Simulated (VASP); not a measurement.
# Ga in VASP: a series of runs

Runs on Ga. Level: PBE. Tasks: single point, relaxation of cell and atoms.

Everything below comes from runs of VASP 6.6.1. Logs are shortened: lines on timing, memory, paths and dates and some standing lists are left out, and cuts for length are marked.

### Step 1. The cell of the first run

Symmetry: P4/mmm, No. 123, tetragonal system. The conventional cell has a = 2.743 Å, b = 2.743 Å, c = 2.694 Å, α = 90.00°, β = 90.00°, γ = 90.00°. Ga (site symmetry 4/mmm) has 6 Ga at 2.69 to 2.74 Å within 3.6 Å.

### Step 2. Single point, PBE

The input, INCAR:

```
  ALGO = Normal
  EDIFF = 1E-6
  ENCUT = 520
  GGA = PE
  ISIF = 2
  ISMEAR = 0
  LASPH = True
  LCHARG = False
  LREAL = False
  LWAVE = False
  NBANDS = 12
  NELM = 80
  PREC = Accurate
  SIGMA = 0.1
```

The input, KPOINTS:

```
k-points
0
Gamma
  8 8 6
```

The input, POSCAR:

```
Ga
1.0
    2.7427008381      0.0000000000      0.0000000000
    0.0000000000      2.7427008381      0.0000000000
    0.0000000000      0.0000000000      2.6944454522
Ga
1
Direct
    0.0000000000      0.0000000000      0.5000000000
```

Potentials or basis: VASP PAW PBE potentials, release 64 (Ga_d).

Command:

```bash
cat potpaw_PBE.64/Ga_d/POTCAR > POTCAR
mpirun -np 1 vasp_std > vasp.out
```

OUTCAR:

```text
EDIFF = 1E-6
   ENCUT = 520
   GGA = PE
   ISIF = 2
   ISMEAR = 0
   LASPH = True
   LREAL = False
   NELM = 80
   PREC = Accurate

 ion  position               nearest neighbor table
   1  0.000  0.000  0.500-

  LATTYP: Found a simple tetragonal cell.
 ALAT       =     2.7427008381
 C/A-ratio  =     0.9824058879

  Lattice vectors:

 A1 = (   2.7427008381,   0.0000000000,   0.0000000000)
 A2 = (   0.0000000000,   2.7427008381,   0.0000000000)
 A3 = (   0.0000000000,   0.0000000000,   2.6944454522)

Analysis of symmetry for initial positions (statically):
=====================================================================
 Subroutine PRICEL returns:
 Original cell was already a primitive cell.

 Routine SETGRP: Setting up the symmetry group for a
 simple tetragonal supercell.

 Subroutine GETGRP returns: Found 16 space group operations
 (whereof 16 operations were pure point group operations)
 out of a pool of 16 trial point group operations.

The static configuration has the point symmetry D_4h.

Analysis of symmetry for dynamics (positions and initial velocities):
=====================================================================
 Subroutine PRICEL returns:
 Original cell was already a primitive cell.

 Routine SETGRP: Setting up the symmetry group for a
 simple tetragonal supercell.

 Subroutine GETGRP returns: Found 16 space group operations
 (whereof 16 operations were pure point group operations)
 out of a pool of 16 trial point group operations.

The dynamic configuration has the point symmetry D_4h.

 Subroutine INISYM returns: Found 16 space group operations
 (whereof 16 operations are pure point group operations),
 and found     1 'primitive' translations

----------------------------------------------------------------------------------------

                                     Primitive cell

  volume of cell :      20.2687

  direct lattice vectors                    reciprocal lattice vectors
     2.742700838  0.000000000  0.000000000     0.364604111  0.000000000  0.000000000
     0.000000000  2.742700838  0.000000000     0.000000000  0.364604111  0.000000000
     0.000000000  0.000000000  2.694445452     0.000000000  0.000000000  0.371133882

  length of vectors
     2.742700838  2.742700838  2.694445452     0.364604111  0.364604111  0.371133882

  position of ions in fractional coordinates (direct lattice)
     0.000000000  0.000000000  0.500000000

  ion indices of the primitive-cell ions
   primitive index   ion index
                 1           1

----------------------------------------------------------------------------------------

 KPOINTS: k-points

Automatic generation of k-mesh.
 Grid dimensions read from file:
 generate k-points for:    8    8    6

 Generating k-lattice:

  Cartesian coordinates                     Fractional coordinates (reciprocal lattice)
     0.045575514  0.000000000  0.000000000     0.125000000  0.000000000  0.000000000
     0.000000000  0.045575514  0.000000000     0.000000000  0.125000000  0.000000000
     0.000000000  0.000000000  0.061855647     0.000000000  0.000000000  0.166666667

  Length of vectors
     0.045575514  0.045575514  0.061855647

  Shift w.r.t. Gamma in fractional coordinates (k-lattice)
     0.000000000  0.000000000  0.000000000

 Subroutine IBZKPT returns following result:
 ===========================================

 Found     60 irreducible k-points:

 Following reciprocal coordinates:
            Coordinates               Weight
  0.000000  0.000000  0.000000      1.000000
  0.125000  0.000000  0.000000      4.000000
  0.250000  0.000000  0.000000      4.000000
  0.375000  0.000000  0.000000      4.000000
  0.500000  0.000000  0.000000      2.000000
  0.125000  0.125000  0.000000      4.000000
[... 16 lines left out ...]
  0.375000  0.125000  0.166667     16.000000
  0.500000  0.125000  0.166667      8.000000
 [... further k-points ...]
   k-points           NKPTS =     60   k-points in BZ     NKDIM =     60   number of bands    NBANDS=     12
   number of dos      NEDOS =    301   number of ions     NIONS =      1
   total plane-waves  NPLWV =   8000
   dimension x,y,z NGX =    20 NGY =   20 NGZ =   20
   dimension x,y,z NGXF=    40 NGYF=   40 NGZF=   40
   ions per type =               1
   NGX,Y,Z   is equivalent  to a cutoff of  12.12, 12.12, 12.34 a.u.
   NGXF,Y,Z  is equivalent  to a cutoff of  24.25, 24.25, 24.68 a.u.
 SYSTEM =  unknown system
   PREC   = accura    normal or accurate (medium, high low for compatibility)
   ISTART =      0    job   : 0-new  1-cont  2-samecut
   ICHARG =      2    charge: 1-file 2-atom 10-const
   ISPIN  =      1    spin polarized calculation?
   LNONCOLLINEAR =      F non collinear calculations
   LSORBIT =      F    spin-orbit coupling
   LASPH  =      T    aspherical Exc in radial PAW
   ENCUT  =  520.0 eV  38.22 Ry    6.18 a.u.   5.10  5.10  5.01*2*pi/ulx,y,z
   NELM   =     80;   NELMIN=  2; NELMDL= -5     # of ELM steps
   EDIFF  = 0.1E-05   stopping-criterion for ELM
   LREAL  =      F    real-space projection
   EDIFFG = 0.1E-04   stopping-criterion for IOM
   NSW    =      0    number of steps for IOM
   IBRION =     -1    ionic relax: 0-MD 1-quasi-New 2-CG
   NFREE  =      0    steps in history (QN), initial steepest desc. (CG)
   ISIF   =      2    stress and relaxation
   ISYM   =      2    0-nonsym 1-usesym 2-fastsym
   POTIM  = 0.5000    time-step for ionic-motion
   TEBEG  =    0.0;   TEEND  =   0.0 temperature during run
   PSTRESS=    0.0 pullay stress
   NELECT =      13.0000    total number of electrons
   NUPDOWN=      -1.0000    fix difference up-down
   EMIN   =  10.00;   EMAX   =-10.00  energy-range for DOS
   EFERMI =   0.00;   METHOD = LEGACY
   ISMEAR =     0;   SIGMA  =   0.10  broadening in eV -4-tet -1-fermi 0-gaus
   EFERMI_NEDOS =   21; number of points for ismear=-14 and -15
   IALGO  =     38    algorithm
   IMIX   =      4    mixing-type and parameters
     AMIX     =   0.40;   BMIX     =  1.00
     AMIX_MAG =   1.60;   BMIX_MAG =  1.00
  volume/ion in A,a.u.               =      20.27       136.78
  Fermi-wavevector in a.u.,A,eV,Ry     =   1.411824  2.667960 27.119767  1.993247
  Thomas-Fermi vector in A             =   2.533636
   LORBIT       =      0    0 simple, 1 ext, 2 COOP (PROOUT), +10 PAW based schemes
   GGA     = PE    functional components
   LHFCALC =     F    Hartree Fock is set to
   AEXX    =    0.0000 exact exchange contribution
   IVDW    =     0    specifies the selected vdW correction
   LEPSILON=     F    determine dielectric tensor
   LRPA    =     F    only Hartree local field effects (RPA)
 non-spin polarized calculation
 Gauss-broadening in eV      SIGMA  =   0.10
  energy-cutoff  :      520.00
  volume of cell :       20.27
 maximum number of plane-waves:       560
   NGX = 11   NGY = 11   NGZ = 11

 number of electron      13.0000018 magnetization

 Free energy of the ion-electron system (eV)
  ---------------------------------------------------
  ext. energy  EPLUGINS =         0.00000000
  ---------------------------------------------------
  free energy    TOTEN  =        -2.82244007 eV

  energy without entropy =       -2.81986853  energy(sigma->0) =       -2.82115430

 E-fermi :   4.5896     XC(G=0): -10.5814

 val. band max:        4.5254318021   @ k =   0.5000   0.5000   0.1667
 cond. band min:       4.5930426310   @ k =   0.1250   0.1250   0.3333
 fundamental gap:      0.0676108290
 Fermi energy:         4.5896110754

 k-point     1 :       0.0000    0.0000    0.0000
  band No.  band energies     occupation
      1     -10.4351      2.00000
      2     -10.4109      2.00000
      3      -9.9296      2.00000
      4      -9.9176      2.00000
      5      -9.9176      2.00000
      6      -5.8186      2.00000
      7      13.3152      0.00000
      8      13.3152      0.00000
      9      14.0188      0.00000
     10      16.2827      0.00000
     11      16.6347      0.00000
     12      18.9353      0.00000

 k-point     2 :       0.1250    0.0000    0.0000
  band No.  band energies     occupation
      1     -10.4259      2.00000
      2     -10.3676      2.00000
      3      -9.9491      2.00000
      4      -9.9365      2.00000
      5      -9.9160      2.00000
      6      -5.5078      2.00000
      7      10.0591      0.00000
      8      13.6327      0.00000
      9      14.3371      0.00000
     10      16.7768      0.00000
     11      18.3009      0.00000
     12      21.0497      0.00000

 k-point     3 :       0.2500    0.0000    0.0000
  band No.  band energies     occupation
      1     -10.4118      2.00000
      2     -10.2599      2.00000
      3      -9.9959      2.00000
      4      -9.9819      2.00000
      5      -9.9121      2.00000
      6      -4.5690      2.00000
      7       6.0862      0.00000
      8      14.5370      0.00000
      9      15.2446      0.00000
     10      17.5727      0.00000
     11      19.2074      0.00000
     12      25.9370      0.00000

 k-point     4 :       0.3750    0.0000    0.0000
  band No.  band energies     occupation
      1     -10.3986      2.00000
      2     -10.1575      2.00000
      3     -10.0422      2.00000
      4     -10.0269      2.00000
      5      -9.9083      2.00000
      6      -3.0333      2.00000
      7       2.6661      2.00000
      8      15.8100      0.00000
      9      16.5241      0.00000
     10      18.8728      0.00000
     11      20.3193      0.00000
     12      23.5152      0.00000

 k-point     5 :       0.5000    0.0000    0.0000
  band No.  band energies     occupation
      1     -10.3932      2.00000
      2     -10.1166      2.00000
      3     -10.0613      2.00000
      4     -10.0453      2.00000
      5      -9.9066      2.00000
      6      -1.6109      2.00000
      7       0.6094      2.00000
      8      16.6055      0.00000
      9      17.3260      0.00000
     10      20.1486      0.00000
     11      20.9927      0.00000
     12      22.0722      0.00000

 k-point     6 :       0.1250    0.1250    0.0000
  band No.  band energies     occupation
      1     -10.4056      2.00000
      2     -10.3337      2.00000
      3      -9.9713      2.00000
      4      -9.9360      2.00000
      5      -9.9336      2.00000
      6      -5.1973      2.00000
      7      10.0691      0.00000
      8      10.6944      0.00000
      9      14.6558      0.00000
     10      18.0881      0.00000
     11      20.6331      0.00000
     12      21.5373      0.00000

 k-point     7 :       0.2500    0.1250    0.0000
  band No.  band energies     occupation
      1     -10.3837      2.00000
      2     -10.2292      2.00000
      3     -10.0239      2.00000
      4      -9.9798      2.00000
      5      -9.9305      2.00000
      6      -4.2610      2.00000
      7       6.3752      0.00000
      8      11.3137      0.00000
      9      15.5645      0.00000
     10      18.8969      0.00000
     11      21.0524      0.00000
     12      23.1008      0.00000

 k-point     8 :       0.3750    0.1250    0.0000
  band No.  band energies     occupation
      1     -10.3686      2.00000
      2     -10.1236      2.00000
      3     -10.0755      2.00000
      4     -10.0244      2.00000
      5      -9.9262      2.00000
      6      -2.7319      2.00000
      7       2.9693      2.00000
      8      12.6537      0.00000
      9      16.8480      0.00000
     10      18.5439      0.00000
     11      20.3963      0.00000
     12      23.3927      0.00000
[... 166 lines left out ...]
 k-point    20 :       0.5000    0.0000    0.1667
  band No.  band energies     occupation
      1     -10.3262      2.00000
      2     -10.1127      2.00000
      3     -10.0562      2.00000
      4     -10.0557      2.00000
      5      -9.9431      2.00000
      6      -1.0781      2.00000
      7       1.1976      2.00000
      8      12.8092      0.00000
      9      16.1793      0.00000
     10      17.2170      0.00000
     11      21.8083      0.00000
     12      21.9914      0.00000

 k-point    21 :       0.1250    0.1250    0.1667
  band No.  band energies     occupation
      1     -10.3240      2.00000
      2     -10.3067      2.00000
      3      -9.9816      2.00000
      4      -9.9746      2.00000
      5      -9.9658      2.00000
      6      -4.6237      2.00000
      7       9.6372      0.00000
      8      10.6341      0.00000
      9      11.5004      0.00000
     10      21.1363      0.00000
     11      21.5851      0.00000
     12      23.5867      0.00000

 k-point    22 :       0.2500    0.1250    0.1667
  band No.  band energies     occupation
      1     -10.3001      2.00000
      2     -10.1982      2.00000
      3     -10.0347      2.00000
      4     -10.0167      2.00000
      5      -9.9711      2.00000
      6      -3.6913      2.00000
      7       6.9060      0.00000
      8      10.6189      0.00000
      9      12.0749      0.00000
     10      21.0009      0.00000
     11      21.8082      0.00000
     12      23.2295      0.00000

 k-point    23 :       0.3750    0.1250    0.1667
  band No.  band energies     occupation
      1     -10.2875      2.00000
      2     -10.0901      2.00000
      3     -10.0819      2.00000
      4     -10.0665      2.00000
      5      -9.9653      2.00000
      6      -2.1731      2.00000
      7       3.5298      2.00000
      8      11.9157      0.00000
      9      13.4714      0.00000
     10      18.1218      0.00000
     11      19.2932      0.00000
     12      23.9901      0.00000

 k-point    24 :       0.5000    0.1250    0.1667
  band No.  band energies     occupation
      1     -10.2820      2.00000
      2     -10.1112      2.00000
      3     -10.0873      2.00000
      4     -10.0372      2.00000
      5      -9.9623      2.00000
      6      -0.7869      2.00000
      7       1.5127      2.00000
      8      12.8241      0.00000
      9      14.7103      0.00000
     10      16.3726      0.00000
     11      17.7971      0.00000
     12      25.0873      0.00000

 [... further k-points ...]
[... 5 lines left out ...]
  --------------------------------------------------------------------------------------
  -------------------------------------------------------------------------------------
  Total        0.0279813      0.0279813     -0.0199933      0.0000000      0.0000000      0.0000000
  in kB        2.2118298      2.2118298     -1.5804055      0.0000000      0.0000000      0.0000000
  external PRESSURE =       0.9477513 kB  Pullay stress =       0.0000000 kB

 VOLUME and BASIS-vectors are now :
 -----------------------------------------------------------------------------
  energy-cutoff  :      520.00
  volume of cell :       20.27
      direct lattice vectors                 reciprocal lattice vectors
     2.742700838  0.000000000  0.000000000     0.364604111  0.000000000  0.000000000
     0.000000000  2.742700838  0.000000000     0.000000000  0.364604111  0.000000000
     0.000000000  0.000000000  2.694445452     0.000000000  0.000000000  0.371133882

 POSITION                                       TOTAL-FORCE (eV/Angst)
 -----------------------------------------------------------------------------------
      0.00000      0.00000      1.34722         0.000000      0.000000      0.000000
 -----------------------------------------------------------------------------------
    total drift:                                0.000000      0.000000     -0.000000

  FREE ENERGIE OF THE ION-ELECTRON SYSTEM (eV)
  ---------------------------------------------------
  free  energy   TOTEN  =        -2.8224400746 eV

  energy  without entropy=       -2.8198685318  energy(sigma->0) =       -2.82115430
```

Wall time 3.8 s (1 thread of Intel Xeon 6975P-C (Granite Rapids), shared host); peak memory 0.12 GiB.

What came out:

```
Free energy : -2.8224 eV
Pressure    : 0.1 GPa
```

Levels at points of the mesh, in eV from the Fermi level:
| k point | band 4 | band 5 | band 6 | band 7 | band 8 | band 9 | band 10 | band 11 |
| --- | --- | --- | --- | --- | --- | --- | --- | --- |
| (0.00, 0.00, 0.00) | -14.51 | -14.51 | -10.41 | 8.73 | 8.73 | 9.43 | 11.69 | 12.05 |
| (0.50, 0.00, 0.00) | -14.63 | -14.50 | -6.20 | -3.98 | 12.02 | 12.74 | 15.56 | 16.40 |
| (0.50, 0.50, 0.00) | -14.62 | -14.39 | -1.82 | -0.65 | -0.65 | 4.23 | 16.11 | 20.75 |
| (0.00, 0.00, 0.50) | -14.66 | -14.51 | -5.91 | -3.94 | 12.26 | 12.26 | 15.51 | 16.21 |
| (0.50, 0.00, 0.50) | -14.63 | -14.37 | -1.51 | -0.63 | -0.42 | 4.34 | 15.62 | 20.18 |
| (0.50, 0.50, 0.50) | -14.38 | -14.36 | 2.53 | 2.76 | 2.76 | 3.71 | 8.20 | 8.20 |

Caveat: the k points lie up to 0.39 Å⁻¹ apart.

### Step 3. Single point, PBE

This run uses another cell than the first one, of 20.05 Å³/atom, 0.989 times its volume.

The input, INCAR:

```
SYSTEM = Ga
PREC = Accurate
ENCUT = 520
EDIFF = 1E-7
ISMEAR = 0
SIGMA = 0.1
LREAL = .FALSE.
LASPH = .TRUE.
NELM = 100
ALGO = Normal
ISIF = 2
LWAVE = .FALSE.
LCHARG = .TRUE.
GGA = PE
LELF = .TRUE.
LVHAR = .TRUE.
NBANDS = 12
```

The input, KPOINTS:

```
regular mesh
0
G
  20 20 20
  0 0 0
```

The input, POSCAR:

```
Ga
1.0
    2.7167314578      0.0000000000      0.0000000000
    0.0000000000      2.7167314578      0.0000000000
    0.0000000000      0.0000000000      2.7167314578
Ga
1
Direct
    0.0000000000      0.0000000000      0.0000000000
```

Potentials or basis: VASP PAW PBE potentials, release 64 (Ga_d).

Command:

```bash
cat potpaw_PBE.64/Ga_d/POTCAR > POTCAR
mpirun -np 1 vasp_std > vasp.out
```

It took 18 s on 1 thread of Intel Xeon 6975P-C (Granite Rapids), shared host; peak memory 0.17 GiB.

It converged, with:

```
Free energy : -2.8268 eV
Pressure    : 0.1 GPa
```

Levels at points of the mesh, in eV from the Fermi level:
```tsv
k point	band 4	band 5	band 6	band 7	band 8	band 9
(0.00, 0.00, 0.00)	-14.60	-14.60	-10.56	8.95	8.95	8.95
(0.50, 0.00, 0.00)	-14.74	-14.59	-6.20	-4.10	12.37	12.37
(0.50, 0.50, 0.00)	-14.72	-14.47	-1.65	-0.66	-0.66	4.22
(0.50, 0.50, 0.50)	-14.46	-14.46	2.63	2.63	2.63	3.76
```

### Step 4. Relaxation of cell and atoms, PBE

The input, INCAR:

```
ALGO = Normal ; EDIFF = 1E-6
EDIFFG = -0.01 ; ENCUT = 600
GGA = PE ; IBRION = 2
ISIF = 3 ; ISMEAR = 0
LASPH = True ; LCHARG = False
LREAL = False ; LWAVE = False
NELM = 100 ; NSW = 100
PREC = Accurate ; SIGMA = 0.1
```

The input, KPOINTS:

```
k-points
0
Gamma
  20 20 20
```

The input, POSCAR:

```
Ga
1.0
    2.7266157095      0.0000000000      0.0000000000
    0.0000000000      2.7266157095      0.0000000000
    0.0000000000      0.0000000000      2.7266157095
Ga
1
Direct
    0.0000000000      0.0000000000      0.0000000000
```

Command:

```bash
cat potpaw_PBE.64/Ga_d/POTCAR > POTCAR
mpirun -np 1 vasp_std > vasp.out
```

Wall time 22 s (1 thread of Intel Xeon 6975P-C (Granite Rapids), shared host); peak memory 0.2 GiB.

Results (log left out):

```yaml
Free_energy: -2.8267 eV
Relaxed_volume: 20.11 Å³/atom
Relaxed_cell: a = 2.719 Å, b = 2.719 Å, c = 2.719 Å, α = 90.00°, β = 90.00°, γ = 90.00°
Space_group_after_relaxing_to_0.05_Å: Pm-3m (No. 221)
Energy_gained_by_relaxing: 0.2 meV/atom
Ionic_steps: 2
Pressure_after_relaxing: 0.1 GPa
```

The path:
```tsv
step	energy change (eV)	largest force (eV/Å)	pressure (GPa)	volume (Å³)
1	0.0000	0.0000	-0.43	20.27
2	-0.0002	0.0000	0.06	20.11
```

Final structure:
```yaml
crystal:
  lattice:
    - [2.71948, 0.00000, 0.00000]
    - [0.00000, 2.71948, 0.00000]
    - [0.00000, 0.00000, 2.71948]
  atoms:
    - { symbol: Ga, position: [0.00000, 0.00000, 0.00000] }
```

Levels at points of the mesh, in eV from the Fermi level:
```csv
k point,band 4,band 5,band 6,band 7,band 8,band 9
"(0.00, 0.00, 0.00)",-14.60,-14.60,-10.54,8.93,8.93,8.93
"(0.50, 0.00, 0.00)",-14.74,-14.59,-6.20,-4.08,12.34,12.34
"(0.50, 0.50, 0.00)",-14.72,-14.47,-1.67,-0.66,-0.66,4.22
"(0.50, 0.50, 0.50)",-14.46,-14.46,2.62,2.62,2.62,3.72
```

### Step 5. The runs side by side

| task | cell | k mesh | cutoff (eV) | gap on the mesh (eV) | pressure (GPa) |
| --- | --- | --- | --- | --- | --- |
| single point | a = 2.743, b = 2.743, c = 2.694 Å, 1 atom | 8 × 8 × 6 | 520 | none | 0.1 |
| single point | a = 2.717 Å, 1 atom | 20 × 20 × 20 | 520 | none | 0.1 |
| relaxation of cell and atoms | relaxed from a = 2.727 Å, 1 atom | 20 × 20 × 20 | 600 | none | 0.1 |

Alike in all rows: level PBE; potentials or basis VASP PAW PBE potentials, release 64 (Ga_d); no spin polarisation; smearing gaussian 0.1 eV.

Caveats: some runs use coarse meshes.

Absolute energies hang on the potentials; compare differences alone.
